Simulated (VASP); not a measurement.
# HfO2 (P4_2/mnm) in VASP: further runs

Runs on HfO2. Level: PBEsol. Tasks: single point.

Everything below comes from runs of VASP 6.6.1. Logs are shortened: lines on timing, memory, paths and dates and some standing lists are left out, and cuts for length are marked.

**1. The cell of the first run**

The structure is tetragonal, space group P4_2/mnm (No. 136). The conventional cell has a = 4.715 Å, b = 4.715 Å, c = 3.140 Å, α = 90.00°, β = 90.00°, γ = 90.00°. Within 2.7 Å of Hf (site symmetry mmm) lie 6 O at 2.03 to 2.04 Å. O (site symmetry m2m) has 3 Hf at 2.03 to 2.04 Å and 1 O at 2.60 Å within 2.7 Å.

**2. Single point, PBEsol**

File INCAR:

```
SYSTEM = HfO2
  PREC = Accurate
  ENCUT = 520
  EDIFF = 1E-6
  ISMEAR = 0
  SIGMA = 0.01
  LREAL = .False.
  LASPH = .True.
  NELM = 80
  ALGO = Normal
  ISIF = 2
  LWAVE = .False.
  LCHARG = .False.
  GGA = PS
  NBANDS = 31
```

File KPOINTS:

```
Automatic mesh
0
Gamma
  4 4 6
  0 0 0
```

File POSCAR:

```
HfO2
1.0
    4.7152700606      0.0000000000      0.0000000000
    0.0000000000      4.7152700606      0.0000000000
    0.0000000000      0.0000000000      3.1399800067
Hf O
2 4
Direct
    0.0000000000      0.0000000000      0.0000000000
    0.5000000000      0.5000000000      0.5000000000
    0.1949550000      0.8050450000      0.5000000000
    0.3050450000      0.3050450000      0.0000000000
    0.6949550000      0.6949550000      0.0000000000
    0.8050450000      0.1949550000      0.5000000000
```

Potentials or basis: VASP PAW PBE potentials, release 64 (Hf_pv, O).

Run with:

```
$ cat potpaw_PBE.64/Hf_pv/POTCAR potpaw_PBE.64/O/POTCAR > POTCAR
$ mpirun -np 1 vasp_std > vasp.out
```

OUTCAR:

```text
SYSTEM = HfO2
   PREC = Accurate
   ENCUT = 520
   EDIFF = 1E-6
   ISMEAR = 0
   LREAL = .False.
   LASPH = .True.
   NELM = 80
   ISIF = 2
   GGA = PS

 ion  position               nearest neighbor table
   1  0.000  0.000  0.000-   4 2.03   5 2.03   3 2.04   6 2.04   3 2.04   6 2.04   2 3.69   2 3.69
                             2 3.69   2 3.69   2 3.69   2 3.69   2 3.69   2 3.69
   2  0.500  0.500  0.500-   3 2.03   6 2.03   5 2.04   4 2.04   4 2.04   5 2.04   1 3.69   1 3.69
                             1 3.69   1 3.69   1 3.69   1 3.69   1 3.69   1 3.69
   3  0.195  0.805  0.500-   2 2.03   1 2.04   1 2.04
   4  0.305  0.305  0.000-   1 2.03   2 2.04   2 2.04
   5  0.695  0.695  0.000-   1 2.03   2 2.04   2 2.04
   6  0.805  0.195  0.500-   2 2.03   1 2.04   1 2.04

  LATTYP: Found a simple tetragonal cell.
 ALAT       =     4.7152700606
 C/A-ratio  =     0.6659173210

  Lattice vectors:

 A1 = (   4.7152700606,   0.0000000000,   0.0000000000)
 A2 = (   0.0000000000,   4.7152700606,   0.0000000000)
 A3 = (   0.0000000000,   0.0000000000,   3.1399800067)

Analysis of symmetry for initial positions (statically):
=====================================================================
 Subroutine PRICEL returns:
 Original cell was already a primitive cell.

 Routine SETGRP: Setting up the symmetry group for a
 simple tetragonal supercell.

 Subroutine GETGRP returns: Found 16 space group operations
 (whereof  8 operations were pure point group operations)
 out of a pool of 16 trial point group operations.

The static configuration has the point symmetry D_2h.
 The point group associated with its full space group is D_4h.

Analysis of symmetry for dynamics (positions and initial velocities):
=====================================================================
 Subroutine PRICEL returns:
 Original cell was already a primitive cell.

 Routine SETGRP: Setting up the symmetry group for a
 simple tetragonal supercell.

 Subroutine GETGRP returns: Found 16 space group operations
 (whereof  8 operations were pure point group operations)
 out of a pool of 16 trial point group operations.

The dynamic configuration has the point symmetry D_2h.
 The point group associated with its full space group is D_4h.

 Subroutine INISYM returns: Found 16 space group operations
 (whereof  8 operations are pure point group operations),
 and found     1 'primitive' translations

----------------------------------------------------------------------------------------

                                     Primitive cell

  volume of cell :      69.8136

  direct lattice vectors                    reciprocal lattice vectors
     4.715270061  0.000000000  0.000000000     0.212076930  0.000000000  0.000000000
     0.000000000  4.715270061  0.000000000     0.000000000  0.212076930  0.000000000
     0.000000000  0.000000000  3.139980007     0.000000000  0.000000000  0.318473365

  length of vectors
     4.715270061  4.715270061  3.139980007     0.212076930  0.212076930  0.318473365

  position of ions in fractional coordinates (direct lattice)
     0.000000000  0.000000000  0.000000000
     0.500000000  0.500000000  0.500000000
     0.194955000  0.805045000  0.500000000
     0.305045000  0.305045000  0.000000000
     0.694955000  0.694955000  0.000000000
     0.805045000  0.194955000  0.500000000

  ion indices of the primitive-cell ions
   primitive index   ion index
                 1           1
                 2           2
                 3           3
                 4           4
                 5           5
                 6           6

----------------------------------------------------------------------------------------

 KPOINTS: Automatic mesh

Automatic generation of k-mesh.
 Grid dimensions read from file:
 generate k-points for:    4    4    6

 Generating k-lattice:

  Cartesian coordinates                     Fractional coordinates (reciprocal lattice)
     0.053019233  0.000000000  0.000000000     0.250000000  0.000000000  0.000000000
     0.000000000  0.053019233  0.000000000     0.000000000  0.250000000  0.000000000
     0.000000000  0.000000000  0.053078894     0.000000000  0.000000000  0.166666667

  Length of vectors
     0.053019233  0.053019233  0.053078894

  Shift w.r.t. Gamma in fractional coordinates (k-lattice)
     0.000000000  0.000000000  0.000000000

 Subroutine IBZKPT returns following result:
 ===========================================

 Found     24 irreducible k-points:

 Following reciprocal coordinates:
            Coordinates               Weight
  0.000000  0.000000  0.000000      1.000000
  0.250000  0.000000  0.000000      4.000000
  0.500000  0.000000  0.000000      2.000000
  0.250000  0.250000  0.000000      4.000000
  0.500000  0.250000  0.000000      4.000000
  0.500000  0.500000  0.000000      1.000000
[... 16 lines left out ...]
  0.500000  0.250000  0.500000      4.000000
  0.500000  0.500000  0.500000      1.000000
[... 60 lines left out ...]
  ---------------------------------------------------
  ext. energy  EPLUGINS =         0.00000000
  ---------------------------------------------------
  free energy    TOTEN  =       -63.15276259 eV

  energy without entropy =      -63.15276259  energy(sigma->0) =      -63.15276259

 E-fermi :   2.7268     XC(G=0): -11.5675

 val. band max:        2.6766337379   @ k =   0.0000   0.0000   0.0000
 cond. band min:       6.7828787614   @ k =   0.0000   0.0000   0.0000
 fundamental gap:      4.1062450235
 Fermi energy:         2.7267959974

 k-point     1 :       0.0000    0.0000    0.0000
  band No.  band energies     occupation
      1     -26.4789      2.00000
      2     -26.4789      2.00000
      3     -26.0868      2.00000
      4     -26.0868      2.00000
      5     -25.9551      2.00000
      6     -25.8726      2.00000
[... 23 lines left out ...]
     30      11.7911      0.00000
     31      13.3863      0.00000

 k-point     2 :       0.2500    0.0000    0.0000
  band No.  band energies     occupation
      1     -26.4324      2.00000
      2     -26.4271      2.00000
      3     -26.1490      2.00000
      4     -26.1430      2.00000
      5     -25.9429      2.00000
      6     -25.8846      2.00000
[... 23 lines left out ...]
     30      12.1570      0.00000
     31      13.2985      0.00000

 k-point     3 :       0.5000    0.0000    0.0000
  band No.  band energies     occupation
      1     -26.3373      2.00000
      2     -26.3373      2.00000
      3     -26.2485      2.00000
      4     -26.2485      2.00000
      5     -25.9137      2.00000
      6     -25.9137      2.00000
[... 23 lines left out ...]
     30      11.6113      0.00000
     31      13.9329      0.00000

 k-point     4 :       0.2500    0.2500    0.0000
  band No.  band energies     occupation
      1     -26.4944      2.00000
      2     -26.3387      2.00000
      3     -26.2470      2.00000
      4     -26.0777      2.00000
      5     -25.9343      2.00000
      6     -25.8930      2.00000
[... 23 lines left out ...]
     30      13.1938      0.00000
     31      13.3122      0.00000

 k-point     5 :       0.5000    0.2500    0.0000
  band No.  band energies     occupation
      1     -26.4501      2.00000
      2     -26.4501      2.00000
      3     -26.1320      2.00000
      4     -26.1320      2.00000
      5     -25.9136      2.00000
      6     -25.9136      2.00000
[... 23 lines left out ...]
     30      11.6353      0.00000
     31      13.5120      0.00000
[... 542 lines left out ...]
     30      12.9174      0.00000
     31      13.6079      0.00000

 k-point    22 :       0.2500    0.2500    0.5000
  band No.  band energies     occupation
      1     -26.7765      2.00000
      2     -26.7381      2.00000
      3     -26.1882      2.00000
      4     -26.1355      2.00000
      5     -26.1203      2.00000
      6     -26.1154      2.00000
[... 23 lines left out ...]
     30      13.1911      0.00000
     31      13.6127      0.00000

 k-point    23 :       0.5000    0.2500    0.5000
  band No.  band energies     occupation
      1     -26.7576      2.00000
      2     -26.7576      2.00000
      3     -26.1635      2.00000
      4     -26.1635      2.00000
      5     -26.1184      2.00000
      6     -26.1184      2.00000
[... 23 lines left out ...]
     30      12.7892      0.00000
     31      13.8094      0.00000

 k-point    24 :       0.5000    0.5000    0.5000
  band No.  band energies     occupation
      1     -26.7327      2.00000
      2     -26.7327      2.00000
      3     -26.1918      2.00000
      4     -26.1918      2.00000
      5     -26.1226      2.00000
      6     -26.1226      2.00000
[... 23 lines left out ...]
     30      12.4365      0.00000
     31      13.8698      0.00000

------------------------ aborting loop because EDIFF is reached ----------------------------------------

  FORCE on cell =-STRESS in cart. coord.  units (eV):
  Direction    XX          YY          ZZ          XY          YZ          ZX
  --------------------------------------------------------------------------------------
  -------------------------------------------------------------------------------------
  Total        6.2368067      6.2368067      7.8867335     -0.0000000      0.0000000      0.0000000
  in kB      143.1307155    143.1307155    180.9954777     -0.0000000      0.0000000      0.0000000
  external PRESSURE =     155.7523029 kB  Pullay stress =       0.0000000 kB

 VOLUME and BASIS-vectors are now :
 -----------------------------------------------------------------------------
  energy-cutoff  :      520.00
  volume of cell :       69.81
      direct lattice vectors                 reciprocal lattice vectors
     4.715270061  0.000000000  0.000000000     0.212076930  0.000000000  0.000000000
     0.000000000  4.715270061  0.000000000     0.000000000  0.212076930  0.000000000
     0.000000000  0.000000000  3.139980007     0.000000000  0.000000000  0.318473365

 POSITION                                       TOTAL-FORCE (eV/Angst)
 -----------------------------------------------------------------------------------
      0.00000      0.00000      0.00000         0.000000     -0.000000      0.000000
      2.35764      2.35764      1.56999         0.000000     -0.000000      0.000000
      0.91927      3.79600      1.56999         0.130959     -0.130959      0.000000
      1.43837      1.43837      0.00000        -0.130959     -0.130959      0.000000
      3.27690      3.27690      0.00000         0.130959      0.130959      0.000000
      3.79600      0.91927      1.56999        -0.130959      0.130959      0.000000
 -----------------------------------------------------------------------------------
    total drift:                                0.000000     -0.000000      0.000000

  FREE ENERGIE OF THE ION-ELECTRON SYSTEM (eV)
  ---------------------------------------------------
  free  energy   TOTEN  =       -63.1527625895 eV

  energy  without entropy=      -63.1527625895  energy(sigma->0) =      -63.15276259
```

Run time: 22 s. Hardware: 1 thread of Intel Xeon 6975P-C (Granite Rapids), shared host; peak memory 0.19 GiB.

Results:

```yaml
Free_energy: -63.1528 eV
Pressure: 15.6 GPa
Largest_force: 0.185 eV/Å
Band_gap_on_the_k_mesh: 4.11 eV, direct
```

Forces in eV/Å, atoms in the order of the input:
```
Hf   0.000  0.000  0.000
Hf   0.000  0.000  0.000
O    0.131 -0.131  0.000
O   -0.131 -0.131  0.000
O    0.131  0.131  0.000
O   -0.131  0.131  0.000
```

Levels at points of the mesh, in eV from the valence-band top:
```csv
k point,band 18,band 19,band 20,band 21,band 22,band 23,band 24,band 25,band 26,band 27
"(0.00, 0.00, 0.00)",-1.61,-0.71,-0.47,-0.47,0.00,4.11,4.26,5.48,5.87,5.87
"(0.50, 0.00, 0.00)",-2.90,-1.48,-1.48,-0.73,-0.73,4.86,4.86,6.59,6.59,6.88
"(0.50, 0.50, 0.00)",-1.96,-1.11,-1.11,-0.77,-0.77,4.38,4.38,5.94,5.94,7.07
"(0.00, 0.00, 0.50)",-2.38,-2.05,-2.05,-0.94,-0.94,5.91,5.91,6.42,6.42,6.43
"(0.50, 0.00, 0.50)",-1.93,-1.76,-1.76,-0.99,-0.99,4.28,4.28,6.71,6.71,7.39
"(0.50, 0.50, 0.50)",-2.03,-1.21,-1.21,-0.48,-0.48,5.33,5.33,6.17,6.17,6.84
```

Caveat: the PAW data sets were made with another functional, which shifts forces and pressure a little; spin-orbit coupling is left out, which moves the levels of the heavy elements.

**3. Single point, PBEsol**

This run uses another cell than the first one, of 11.88 Å³/atom, 1.021 times its volume.

File INCAR:

```
SYSTEM = HfO2
PREC     = Accurate       ! precision mode
ENCUT    = 520            ! plane-wave cutoff, eV
EDIFF    = 1E-6           ! SCF threshold, eV
ISMEAR   = 0              ! smearing method
SIGMA    = 0.01           ! smearing width, eV
LREAL    = .FALSE.        ! projectors in reciprocal space
LASPH    = .TRUE.         ! aspherical terms in the spheres
NELM     = 100            ! most SCF steps
ALGO     = Normal         ! electronic algorithm
ISIF     = 2              ! what is computed and relaxed
LWAVE    = .FALSE.        ! write WAVECAR
LCHARG   = .FALSE.        ! write CHGCAR
GGA      = PS             ! functional
NBANDS   = 31             ! bands
```

File KPOINTS:

```
Automatic mesh
0
G
  4 4 6
  0 0 0
```

POSCAR: that of step 2 with these lines changed.

```diff
@@ -2,5 +2,5 @@
 1.0
-    4.7152700606      0.0000000000      0.0000000000
-    0.0000000000      4.7152700606      0.0000000000
-    0.0000000000      0.0000000000      3.1399800067
+    4.7484772819      0.0000000000      0.0000000000
+    0.0000000000      4.7484772819      0.0000000000
+    0.0000000000      0.0000000000      3.1620932705
 Hf O
```

Potentials or basis: VASP PAW PBE potentials, release 64 (Hf_pv, O).

Run with:

```
$ cat potpaw_PBE.64/Hf_pv/POTCAR potpaw_PBE.64/O/POTCAR > POTCAR
$ mpirun -np 1 vasp_std > vasp.out
```

Wall time 21 s (1 thread of Intel Xeon 6975P-C (Granite Rapids), shared host); peak memory 0.2 GiB.

It converged, with:

```yaml
Free_energy: -63.2705 eV
Pressure: 9.5 GPa
Largest_force: 0.108 eV/Å
Band_gap_on_the_k_mesh: 4.03 eV, direct
```

Forces on the atoms (eV/Å):
```
Hf   0.000  0.000  0.000
Hf   0.000  0.000  0.000
O    0.076 -0.076  0.000
O   -0.076 -0.076  0.000
O    0.076  0.076  0.000
O   -0.076  0.076  0.000
```

Stress tensor (GPa, compression positive):
```
 8.79  0.00  0.00
 0.00  8.79  0.00
 0.00  0.00 10.90
```

Levels at points of the mesh, in eV from the valence-band top:
```tsv
k point	band 19	band 20	band 21	band 22	band 23	band 24	band 25	band 26
(0.00, 0.00, 0.00)	-0.73	-0.48	-0.48	0.00	4.03	4.19	5.38	5.75
(0.50, 0.00, 0.00)	-1.48	-1.48	-0.71	-0.71	4.76	4.76	6.45	6.45
(0.50, 0.50, 0.00)	-1.12	-1.12	-0.80	-0.80	4.29	4.29	5.82	5.82
(0.00, 0.00, 0.50)	-2.06	-2.06	-0.95	-0.95	5.79	5.79	6.29	6.29
(0.50, 0.00, 0.50)	-1.77	-1.77	-0.98	-0.98	4.22	4.22	6.57	6.57
(0.50, 0.50, 0.50)	-1.18	-1.18	-0.49	-0.49	5.24	5.24	6.04	6.04
```

Caveat: the PAW data sets were made with another functional, which shifts forces and pressure a little; spin-orbit coupling is left out, which moves the levels of the heavy elements. A k mesh can miss the band edges.

**4. Single point, PBEsol**

This run uses another cell than the first one, of 12.13 Å³/atom, 1.043 times its volume.

File INCAR:

```
SYSTEM = HfO2
  PREC = Accurate
  ENCUT = 520
  EDIFF = 1E-6
  ISMEAR = 0
  SIGMA = 0.01
  LREAL = .False.
  LASPH = .True.
  NELM = 60
  ALGO = Normal
  ISIF = 2
  LWAVE = .False.
  LCHARG = .False.
  GGA = PS
  NBANDS = 31
```

File KPOINTS:

```
Automatic mesh
0
Gamma
  4 4 6
  0 0 0
```

POSCAR: that of step 3 with these lines changed.

```diff
@@ -2,5 +2,5 @@
 1.0
-    4.7484772819      0.0000000000      0.0000000000
-    0.0000000000      4.7484772819      0.0000000000
-    0.0000000000      0.0000000000      3.1620932705
+    4.7812264360      0.0000000000      0.0000000000
+    0.0000000000      4.7812264360      0.0000000000
+    0.0000000000      0.0000000000      3.1839014994
 Hf O
```

Run with:

```
$ cat potpaw_PBE.64/Hf_pv/POTCAR potpaw_PBE.64/O/POTCAR > POTCAR
$ mpirun -np 1 vasp_std > vasp.out
```

It took 20 s on 1 thread of Intel Xeon 6975P-C (Granite Rapids), shared host; peak memory 0.2 GiB.

The run converged. Its results:

| Item | Value |
| --- | --- |
| Free energy | -63.3348 eV |
| Pressure | 4.0 GPa |
| Largest force | 0.036 eV/Å |
| Band gap on the k mesh | 3.95 eV, direct |

Forces on the atoms (eV/Å):
```
Hf   0.000  0.000  0.000
Hf   0.000  0.000  0.000
O    0.025 -0.025  0.000
O   -0.025 -0.025  0.000
O    0.025  0.025  0.000
O   -0.025  0.025  0.000
```

Stress tensor (GPa, compression positive):
```
3.83 0.00 0.00
0.00 3.83 0.00
0.00 0.00 4.43
```

Levels at points of the mesh, in eV from the valence-band top:
| k point | band 19 | band 20 | band 21 | band 22 | band 23 | band 24 | band 25 | band 26 |
| --- | --- | --- | --- | --- | --- | --- | --- | --- |
| (0.00, 0.00, 0.00) | -0.74 | -0.49 | -0.49 | 0.00 | 3.95 | 4.12 | 5.27 | 5.64 |
| (0.50, 0.00, 0.00) | -1.48 | -1.48 | -0.70 | -0.70 | 4.66 | 4.66 | 6.31 | 6.31 |
| (0.50, 0.50, 0.00) | -1.14 | -1.14 | -0.82 | -0.82 | 4.21 | 4.21 | 5.71 | 5.71 |
| (0.00, 0.00, 0.50) | -2.07 | -2.07 | -0.96 | -0.96 | 5.68 | 5.68 | 6.16 | 6.16 |
| (0.50, 0.00, 0.50) | -1.78 | -1.78 | -0.96 | -0.96 | 4.16 | 4.16 | 6.42 | 6.42 |
| (0.50, 0.50, 0.50) | -1.15 | -1.15 | -0.50 | -0.50 | 5.15 | 5.15 | 5.92 | 5.92 |

Caveat: the PAW data sets were made with another functional, which shifts forces and pressure a little; spin-orbit coupling is left out, which moves the levels of the heavy elements. A hybrid or GW would open this gap; PBEsol tends to underestimate it.

**5. Overview**

| cell | gap on the mesh (eV) | pressure (GPa) | largest force (eV/Å) |
| --- | --- | --- | --- |
| a = 4.715, b = 4.715, c = 3.140 Å, 6 atoms | 4.11 | 15.6 | 0.19 |
| a = 4.748, b = 4.748, c = 3.162 Å, 6 atoms | 4.03 | 9.5 | 0.11 |
| a = 4.781, b = 4.781, c = 3.184 Å, 6 atoms | 3.95 | 4.0 | 0.04 |

Alike in all rows: task single point; level PBEsol; potentials or basis VASP PAW PBE potentials, release 64 (Hf_pv, O); no spin polarisation; k mesh 4 × 4 × 6; cutoff (eV) 520; smearing gaussian 0.01 eV.

Caveats: the PAW data sets were made with another functional, which shifts forces and pressure a little; spin-orbit coupling is left out, which moves the levels of the heavy elements.

Absolute energies hang on the potentials; compare differences alone.
